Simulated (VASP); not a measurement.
Al3Si2F, 6 atoms in the cell. The structure is trigonal, space group R-3m (No. 166). Conventional cell: a = 5.989 Å, b = 5.989 Å, c = 9.410 Å, α = 90.00°, β = 90.00°, γ = 120.00°. Al (site symmetry 2/m) has 2 F at 2.33 Å and 2 Si at 2.52 Å and 4 Al at 2.99 Å within 3.1 Å. Within 3.3 Å of Si (site symmetry 3m) lie 9 Al at 2.52 to 3.26 Å and 1 Si at 2.60 Å. Within 3.1 Å of F (site symmetry -3m) lie 6 Al at 2.33 Å. 

```yaml
Program: VASP 6.6.1
Task: single point
Functional: PBE
Potentials_or_basis: VASP PAW PBE potentials, release 64 (Al, Si, F)
Cutoff: 600 eV
k_mesh: 3 × 3 × 3
Occupations: gaussian, width 0.15 eV
Spin: no spin polarisation
Dipole_correction: no
Further_INCAR_settings: ALGO = Normal; EDIFF = 1e-06; NBANDS = 21
```

Potentials or basis: VASP PAW PBE potentials, release 64 (Al, Si, F).

Launch:

```sh
$ cat potpaw_PBE.64/Al/POTCAR potpaw_PBE.64/Si/POTCAR potpaw_PBE.64/F/POTCAR > POTCAR
$ mpirun -np 1 vasp_std > vasp.out
```

Hardware: 1 thread of Intel(R) Xeon(R) Platinum 8559C (Emerald Rapids) (shared host).

How long does it take, and how much memory?

Run time: 16 s on 1 thread of Intel(R) Xeon(R) Platinum 8559C (Emerald Rapids) (shared host), peak memory 0.23 GiB. Counts: scf iterations 14, k points 6.
